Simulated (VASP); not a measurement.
# LiAlF4 (P4_2/mmc) in VASP: a series of runs

Runs on LiAlF4. Level: PBE. Tasks: single point.

Program: VASP 6.6.1. These are calculated values, not measurements. Logs are shortened: lines on timing, memory, paths and dates and some standing lists are left out, and cuts for length are marked.

## (1) The cell of the first run

It takes space group P4_2/mmc (No. 131, tetragonal). The conventional cell has a = 5.502 Å, b = 5.502 Å, c = 9.382 Å, α = 90.00°, β = 90.00°, γ = 90.00°. Li (site symmetry mmm) has 4 F at 1.93 Å within 2.6 Å. Al (site symmetry -4m2) has 4 F at 1.70 Å within 2.3 Å. F (site symmetry m) has 1 Al at 1.70 Å and 1 Li at 1.93 Å within 2.3 Å.

The cell was built from a structure type or drawn by symmetry, and may not be a known phase.

## (2) Single point, PBE

INCAR

```
SYSTEM = LiAlF4
ALGO = Normal
EDIFF = 1E-6
ENCUT = 520
GGA = PE
ISIF = 2
ISMEAR = 0
LASPH = .TRUE.
LCHARG = .FALSE.
LREAL = .FALSE.
LWAVE = .FALSE.
NBANDS = 46
NELM = 100
PREC = Accurate
SIGMA = 0.1
```

KPOINTS

```
k-points
0
G
  4 4 2
  0 0 0
```

POSCAR

```
LiAlF4
1.0
    5.5024022000      0.0000000000      0.0000000000
    0.0000000000      5.5024022000      0.0000000000
    0.0000000000      0.0000000000      9.3819364000
Li Al F
2 2 8
Direct
    0.0000000000      0.5000000000      0.0000000000
    0.5000000000      0.0000000000      0.5000000000
    0.0000000000      0.0000000000      0.2500000000
    0.0000000000      0.0000000000      0.7500000000
    0.0000000000      0.2518710000      0.1458650000
    0.0000000000      0.7481290000      0.1458650000
    0.0000000000      0.2518710000      0.8541350000
    0.0000000000      0.7481290000      0.8541350000
    0.2518710000      0.0000000000      0.3541350000
    0.7481290000      0.0000000000      0.3541350000
    0.2518710000      0.0000000000      0.6458650000
    0.7481290000      0.0000000000      0.6458650000
```

Potentials or basis: VASP PAW PBE potentials, release 64 (Li_sv, Al, F).

The run is started by

```console
$ cat potpaw_PBE.64/Li_sv/POTCAR potpaw_PBE.64/Al/POTCAR potpaw_PBE.64/F/POTCAR > POTCAR
$ mpirun -np 1 vasp_std > vasp.out
```

OUTCAR:

```text
SYSTEM = LiAlF4
   EDIFF = 1E-6
   ENCUT = 520
   GGA = PE
   ISIF = 2
   ISMEAR = 0
   LASPH = .TRUE.
   LREAL = .FALSE.
   NELM = 100
   PREC = Accurate

 ion  position               nearest neighbor table
   1  0.000  0.500  0.000-   5 1.93   6 1.93   7 1.93   8 1.93
   2  0.500  0.000  0.500-   9 1.93  10 1.93  11 1.93  12 1.93
   3  0.000  0.000  0.250-   5 1.70   6 1.70   9 1.70  10 1.70
   4  0.000  0.000  0.750-   7 1.70   8 1.70  11 1.70  12 1.70
   5  0.000  0.252  0.146-   3 1.70   1 1.93
   6  0.000  0.748  0.146-   3 1.70   1 1.93
   7  0.000  0.252  0.854-   4 1.70   1 1.93
   8  0.000  0.748  0.854-   4 1.70   1 1.93
   9  0.252  0.000  0.354-   3 1.70   2 1.93
  10  0.748  0.000  0.354-   3 1.70   2 1.93
  11  0.252  0.000  0.646-   4 1.70   2 1.93
  12  0.748  0.000  0.646-   4 1.70   2 1.93

  LATTYP: Found a simple tetragonal cell.
 ALAT       =     5.5024022000
 C/A-ratio  =     1.7050619091

  Lattice vectors:

 A1 = (   5.5024022000,   0.0000000000,   0.0000000000)
 A2 = (   0.0000000000,   5.5024022000,   0.0000000000)
 A3 = (   0.0000000000,   0.0000000000,   9.3819364000)

Analysis of symmetry for initial positions (statically):
=====================================================================
 Subroutine PRICEL returns:
 Original cell was already a primitive cell.

 Routine SETGRP: Setting up the symmetry group for a
 simple tetragonal supercell.

 Subroutine GETGRP returns: Found 16 space group operations
 (whereof  8 operations were pure point group operations)
 out of a pool of 16 trial point group operations.

The static configuration has the point symmetry D_2h.
 The point group associated with its full space group is D_4h.

Analysis of symmetry for dynamics (positions and initial velocities):
=====================================================================
 Subroutine PRICEL returns:
 Original cell was already a primitive cell.

 Routine SETGRP: Setting up the symmetry group for a
 simple tetragonal supercell.

 Subroutine GETGRP returns: Found 16 space group operations
 (whereof  8 operations were pure point group operations)
 out of a pool of 16 trial point group operations.

The dynamic configuration has the point symmetry D_2h.
 The point group associated with its full space group is D_4h.

 Subroutine INISYM returns: Found 16 space group operations
 (whereof  8 operations are pure point group operations),
 and found     1 'primitive' translations

----------------------------------------------------------------------------------------

                                     Primitive cell

  volume of cell :     284.0515

  direct lattice vectors                    reciprocal lattice vectors
     5.502402200  0.000000000  0.000000000     0.181738805  0.000000000  0.000000000
     0.000000000  5.502402200  0.000000000     0.000000000  0.181738805  0.000000000
     0.000000000  0.000000000  9.381936400     0.000000000  0.000000000  0.106587804

  length of vectors
     5.502402200  5.502402200  9.381936400     0.181738805  0.181738805  0.106587804

  position of ions in fractional coordinates (direct lattice)
     0.000000000  0.500000000  0.000000000
     0.500000000  0.000000000  0.500000000
     0.000000000  0.000000000  0.250000000
     0.000000000  0.000000000  0.750000000
     0.000000000  0.251871000  0.145865000
     0.000000000  0.748129000  0.145865000
     0.000000000  0.251871000  0.854135000
     0.000000000  0.748129000  0.854135000
     0.251871000  0.000000000  0.354135000
     0.748129000  0.000000000  0.354135000
     0.251871000  0.000000000  0.645865000
     0.748129000  0.000000000  0.645865000

  ion indices of the primitive-cell ions
   primitive index   ion index
                 1           1
                 2           2
                 3           3
                 4           4
                 5           5
                 6           6
                 7           7
                 8           8
                 9           9
                10          10
                11          11
                12          12

----------------------------------------------------------------------------------------

 KPOINTS: k-points

Automatic generation of k-mesh.
 Grid dimensions read from file:
 generate k-points for:    4    4    2

 Generating k-lattice:

  Cartesian coordinates                     Fractional coordinates (reciprocal lattice)
     0.045434701  0.000000000  0.000000000     0.250000000  0.000000000  0.000000000
     0.000000000  0.045434701  0.000000000     0.000000000  0.250000000  0.000000000
     0.000000000  0.000000000  0.053293902     0.000000000  0.000000000  0.500000000

  Length of vectors
     0.045434701  0.045434701  0.053293902

  Shift w.r.t. Gamma in fractional coordinates (k-lattice)
     0.000000000  0.000000000  0.000000000

 Subroutine IBZKPT returns following result:
 ===========================================

 Found     12 irreducible k-points:

 Following reciprocal coordinates:
            Coordinates               Weight
  0.000000  0.000000  0.000000      1.000000
  0.250000  0.000000  0.000000      4.000000
  0.500000  0.000000  0.000000      2.000000
  0.250000  0.250000  0.000000      4.000000
  0.500000  0.250000  0.000000      4.000000
  0.500000  0.500000  0.000000      1.000000
  0.000000  0.000000  0.500000      1.000000
  0.250000  0.000000  0.500000      4.000000
  0.500000  0.000000  0.500000      2.000000
  0.250000  0.250000  0.500000      4.000000
  0.500000  0.250000  0.500000      4.000000
  0.500000  0.500000  0.500000      1.000000
   k-points           NKPTS =     12   k-points in BZ     NKDIM =     12   number of bands    NBANDS=     46
   number of dos      NEDOS =    301   number of ions     NIONS =     12
   total plane-waves  NPLWV = 123480
   dimension x,y,z NGX =    42 NGY =   42 NGZ =   70
   dimension x,y,z NGXF=    84 NGYF=   84 NGZF=  140
   ions per type =               2   2   8
   NGX,Y,Z   is equivalent  to a cutoff of  12.69, 12.69, 12.40 a.u.
   NGXF,Y,Z  is equivalent  to a cutoff of  25.38, 25.38, 24.81 a.u.
 SYSTEM =  LiAlF4
   PREC   = accura    normal or accurate (medium, high low for compatibility)
   ISTART =      0    job   : 0-new  1-cont  2-samecut
   ICHARG =      2    charge: 1-file 2-atom 10-const
   ISPIN  =      1    spin polarized calculation?
   LNONCOLLINEAR =      F non collinear calculations
   LSORBIT =      F    spin-orbit coupling
   LASPH  =      T    aspherical Exc in radial PAW
   ENCUT  =  520.0 eV  38.22 Ry    6.18 a.u.  10.23 10.23 17.44*2*pi/ulx,y,z
   NELM   =    100;   NELMIN=  2; NELMDL= -5     # of ELM steps
   EDIFF  = 0.1E-05   stopping-criterion for ELM
   LREAL  =      F    real-space projection
   EDIFFG = 0.1E-04   stopping-criterion for IOM
   NSW    =      0    number of steps for IOM
   IBRION =     -1    ionic relax: 0-MD 1-quasi-New 2-CG
   NFREE  =      0    steps in history (QN), initial steepest desc. (CG)
   ISIF   =      2    stress and relaxation
   ISYM   =      2    0-nonsym 1-usesym 2-fastsym
   POTIM  = 0.5000    time-step for ionic-motion
   TEBEG  =    0.0;   TEEND  =   0.0 temperature during run
   PSTRESS=    0.0 pullay stress
   NELECT =      68.0000    total number of electrons
   NUPDOWN=      -1.0000    fix difference up-down
   EMIN   =  10.00;   EMAX   =-10.00  energy-range for DOS
   EFERMI =   0.00;   METHOD = LEGACY
   ISMEAR =     0;   SIGMA  =   0.10  broadening in eV -4-tet -1-fermi 0-gaus
   EFERMI_NEDOS =   21; number of points for ismear=-14 and -15
   IALGO  =     38    algorithm
   IMIX   =      4    mixing-type and parameters
     AMIX     =   0.40;   BMIX     =  1.00
     AMIX_MAG =   1.60;   BMIX_MAG =  1.00
  volume/ion in A,a.u.               =      23.67       159.74
  Fermi-wavevector in a.u.,A,eV,Ry     =   1.016511  1.920927 14.058827  1.033295
  Thomas-Fermi vector in A             =   2.149859
   LORBIT       =      0    0 simple, 1 ext, 2 COOP (PROOUT), +10 PAW based schemes
   GGA     = PE    functional components
   LHFCALC =     F    Hartree Fock is set to
   AEXX    =    0.0000 exact exchange contribution
   IVDW    =     0    specifies the selected vdW correction
   LEPSILON=     F    determine dielectric tensor
   LRPA    =     F    only Hartree local field effects (RPA)
 non-spin polarized calculation
 Gauss-broadening in eV      SIGMA  =   0.10
  energy-cutoff  :      520.00
  volume of cell :      284.05
 maximum number of plane-waves:      7692
 NGX is ok and might be reduce to    42
   NGX = 21   NGY = 21   NGZ = 35

 number of electron      67.9999987 magnetization

 Free energy of the ion-electron system (eV)
  ---------------------------------------------------
  ext. energy  EPLUGINS =         0.00000000
  ---------------------------------------------------
  free energy    TOTEN  =       -65.01314341 eV

  energy without entropy =      -65.01314341  energy(sigma->0) =      -65.01314341

 E-fermi :  -4.8650     XC(G=0):  -5.6496

 val. band max:       -5.3787687375   @ k =   0.5000   0.0000   0.0000
 cond. band min:       1.2664134706   @ k =   0.0000   0.0000   0.0000
 fundamental gap:      6.6451822081
 Fermi energy:        -4.8650276731

 k-point     1 :       0.0000    0.0000    0.0000
  band No.  band energies     occupation
      1     -46.3757      2.00000
      2     -46.3757      2.00000
      3     -25.7239      2.00000
      4     -25.6409      2.00000
      5     -25.3354      2.00000
      6     -25.2536      2.00000
[... 38 lines left out ...]
     45       7.1970      0.00000
     46       7.4177      0.00000
[... 498 lines left out ...]
      6     -25.3310      2.00000
[... 38 lines left out ...]
     45       6.9449      0.00000
     46       6.9449      0.00000

------------------------ aborting loop because EDIFF is reached ----------------------------------------

  FORCE on cell =-STRESS in cart. coord.  units (eV):
  Direction    XX          YY          ZZ          XY          YZ          ZX
  --------------------------------------------------------------------------------------
  -------------------------------------------------------------------------------------
  Total        0.0281264      0.0281264     -0.0418023      0.0000000      0.0000000      0.0000000
  in kB        0.1586452      0.1586452     -0.2357838      0.0000000      0.0000000      0.0000000
  external PRESSURE =       0.0271689 kB  Pullay stress =       0.0000000 kB

 VOLUME and BASIS-vectors are now :
 -----------------------------------------------------------------------------
  energy-cutoff  :      520.00
  volume of cell :      284.05
      direct lattice vectors                 reciprocal lattice vectors
     5.502402200  0.000000000  0.000000000     0.181738805  0.000000000  0.000000000
     0.000000000  5.502402200  0.000000000     0.000000000  0.181738805  0.000000000
     0.000000000  0.000000000  9.381936400     0.000000000  0.000000000  0.106587804

 POSITION                                       TOTAL-FORCE (eV/Angst)
 -----------------------------------------------------------------------------------
      0.00000      2.75120      0.00000         0.000000      0.000000     -0.000000
      2.75120      0.00000      4.69097         0.000000      0.000000     -0.000000
      0.00000      0.00000      2.34548        -0.000000      0.000000     -0.000000
      0.00000      0.00000      7.03645         0.000000      0.000000     -0.000000
      0.00000      1.38590      1.36850         0.000000      0.061678     -0.047352
      0.00000      4.11651      1.36850        -0.000000     -0.061678     -0.047352
      0.00000      1.38590      8.01344        -0.000000      0.061678      0.047352
      0.00000      4.11651      8.01344         0.000000     -0.061678      0.047352
      1.38590      0.00000      3.32247         0.061678      0.000000      0.047352
      4.11651      0.00000      3.32247        -0.061678      0.000000      0.047352
      1.38590      0.00000      6.05946         0.061678      0.000000     -0.047352
      4.11651      0.00000      6.05946        -0.061678      0.000000     -0.047352
 -----------------------------------------------------------------------------------
    total drift:                                0.000000      0.000000     -0.000000

  FREE ENERGIE OF THE ION-ELECTRON SYSTEM (eV)
  ---------------------------------------------------
  free  energy   TOTEN  =       -65.0131434138 eV

  energy  without entropy=      -65.0131434138  energy(sigma->0) =      -65.01314341
```

It took 2.8 min on 1 thread of Intel Xeon Platinum 8259CL at 2.50GHz (Skylake/Cascade Lake), shared host; peak memory 0.4 GiB.

Results:

| Quantity | Value |
| --- | --- |
| Free energy | -65.0131 eV |
| Largest force | 0.078 eV/Å |
| Band gap on the k mesh | 6.65 eV (least direct gap 6.66 eV) |

Forces on the atoms (eV/Å):
```
Li   0.000  0.000  0.000
Li   0.000  0.000  0.000
Al   0.000  0.000  0.000
Al   0.000  0.000  0.000
F    0.000  0.062 -0.047
F    0.000 -0.062 -0.047
F    0.000  0.062  0.047
F    0.000 -0.062  0.047
F    0.062  0.000  0.047
F   -0.062  0.000  0.047
F    0.062  0.000 -0.047
F   -0.062  0.000 -0.047
```

Levels at points of the mesh, in eV from the valence-band top:
```tsv
k point	band 30	band 31	band 32	band 33	band 34	band 35	band 36	band 37	band 38	band 39
(0.00, 0.00, 0.00)	-0.38	-0.38	-0.29	-0.02	-0.02	6.65	8.41	8.59	11.30	11.30
(0.50, 0.00, 0.00)	-0.53	-0.37	-0.35	-0.31	0.00	7.95	8.20	9.50	9.60	9.99
(0.50, 0.50, 0.00)	-0.61	-0.58	-0.44	-0.27	-0.27	8.95	9.13	9.39	9.39	9.92
(0.00, 0.00, 0.50)	-0.37	-0.36	-0.36	-0.03	-0.03	7.16	7.16	10.31	10.31	11.43
(0.50, 0.00, 0.50)	-0.44	-0.43	-0.36	-0.35	-0.02	8.33	8.45	8.64	8.74	11.26
(0.50, 0.50, 0.50)	-0.60	-0.53	-0.53	-0.31	-0.31	9.28	9.28	9.53	9.53	9.65
```

Caveat: the cutoff is under 1.25 times the usual one of these potentials, so pressure, stress and relaxed cells hold a basis-set (Pulay) error.

## (3) Single point, PBE

INCAR

```
SYSTEM = LiAlF4
PREC = Accurate
ENCUT = 520
EDIFF = 1E-6
ISMEAR = 0
SIGMA = 0.02
LREAL = .FALSE.
LASPH = .TRUE.
NELM = 80
ALGO = Normal
ISIF = 2
LWAVE = .FALSE.
LCHARG = .FALSE.
GGA = PE
NBANDS = 46
```

KPOINTS

```
regular mesh
0
G
  4 4 4
  0 0 0
```

POSCAR is that of step 2.

Potentials or basis: VASP PAW PBE potentials, release 64 (Li_sv, Al, F).

The run is started by

```console
$ cat potpaw_PBE.64/Li_sv/POTCAR potpaw_PBE.64/Al/POTCAR potpaw_PBE.64/F/POTCAR > POTCAR
$ mpirun -np 1 vasp_std > vasp.out
```

Wall time 3.9 min (1 thread of Intel Xeon Platinum 8259CL at 2.50GHz (Skylake/Cascade Lake), shared host); peak memory 0.43 GiB.

It converged, with:

| Property | Result |
| --- | --- |
| Free energy | -65.0132 eV |
| Largest force | 0.078 eV/Å |
| Band gap on the k mesh | 6.65 eV (least direct gap 6.66 eV) |

Forces in eV/Å, atoms in the order of the input:
```
Li   0.000  0.000  0.000
Li   0.000  0.000  0.000
Al   0.000  0.000  0.000
Al   0.000  0.000  0.000
F    0.000  0.062 -0.047
F    0.000 -0.062 -0.047
F    0.000  0.062  0.047
F    0.000 -0.062  0.047
F    0.062  0.000  0.047
F   -0.062  0.000  0.047
F    0.062  0.000 -0.047
F   -0.062  0.000 -0.047
```

Levels at points of the mesh, in eV from the valence-band top:
```csv
k point,band 31,band 32,band 33,band 34,band 35,band 36,band 37,band 38
"(0.00, 0.00, 0.00)",-0.38,-0.29,-0.02,-0.02,6.65,8.41,8.59,11.30
"(0.50, 0.00, 0.00)",-0.37,-0.35,-0.31,0.00,7.95,8.20,9.50,9.60
"(0.50, 0.50, 0.00)",-0.58,-0.44,-0.27,-0.27,8.95,9.13,9.39,9.39
"(0.00, 0.00, 0.50)",-0.36,-0.36,-0.03,-0.03,7.16,7.16,10.31,10.31
"(0.50, 0.00, 0.50)",-0.43,-0.36,-0.35,-0.02,8.33,8.45,8.64,8.74
"(0.50, 0.50, 0.50)",-0.53,-0.53,-0.31,-0.31,9.28,9.28,9.53,9.53
```

Caveat: the cutoff is under 1.25 times the usual one of these potentials, so pressure, stress and relaxed cells hold a basis-set (Pulay) error.

## (4) Single point, PBE

INCAR

```
PREC = Accurate
ENCUT = 520
EDIFF = 1E-6
ISMEAR = 0
SIGMA = 0.02
LREAL = F
LASPH = T
NELM = 80
ALGO = Normal
ISIF = 2
LWAVE = F
LCHARG = F
GGA = PE
NBANDS = 46
```

KPOINTS

```
regular mesh
0
Gamma
  4 4 4
```

POSCAR is that of step 3.

The run is started by

```console
$ cat potpaw_PBE.64/Li_sv/POTCAR potpaw_PBE.64/Al/POTCAR potpaw_PBE.64/F/POTCAR > POTCAR
$ mpirun -np 1 vasp_std > vasp.out
```

Run time: 3.8 min. Hardware: 1 thread of Intel Xeon Platinum 8259CL at 2.50GHz (Skylake/Cascade Lake), shared host; peak memory 0.43 GiB.

The run converged. Its results:

| Quantity | Value |
| --- | --- |
| Free energy | -65.0132 eV |
| Largest force | 0.078 eV/Å |
| Band gap on the k mesh | 6.65 eV (least direct gap 6.66 eV) |

Forces on the atoms (eV/Å):
```
Li   0.000  0.000  0.000
Li   0.000  0.000  0.000
Al   0.000  0.000  0.000
Al   0.000  0.000  0.000
F    0.000  0.062 -0.047
F    0.000 -0.062 -0.047
F    0.000  0.062  0.047
F    0.000 -0.062  0.047
F    0.062  0.000  0.047
F   -0.062  0.000  0.047
F    0.062  0.000 -0.047
F   -0.062  0.000 -0.047
```

Levels at points of the mesh, in eV from the valence-band top:
```csv
k point,band 31,band 32,band 33,band 34,band 35,band 36,band 37,band 38
"(0.00, 0.00, 0.00)",-0.38,-0.29,-0.02,-0.02,6.65,8.41,8.59,11.30
"(0.50, 0.00, 0.00)",-0.37,-0.35,-0.31,0.00,7.95,8.20,9.50,9.60
"(0.50, 0.50, 0.00)",-0.58,-0.44,-0.27,-0.27,8.95,9.13,9.39,9.39
"(0.00, 0.00, 0.50)",-0.36,-0.36,-0.03,-0.03,7.16,7.16,10.31,10.31
"(0.50, 0.00, 0.50)",-0.43,-0.36,-0.35,-0.02,8.33,8.45,8.64,8.74
"(0.50, 0.50, 0.50)",-0.53,-0.53,-0.31,-0.31,9.28,9.28,9.53,9.53
```

Caveat: the cutoff is under 1.25 times the usual one of these potentials, so pressure, stress and relaxed cells hold a basis-set (Pulay) error.
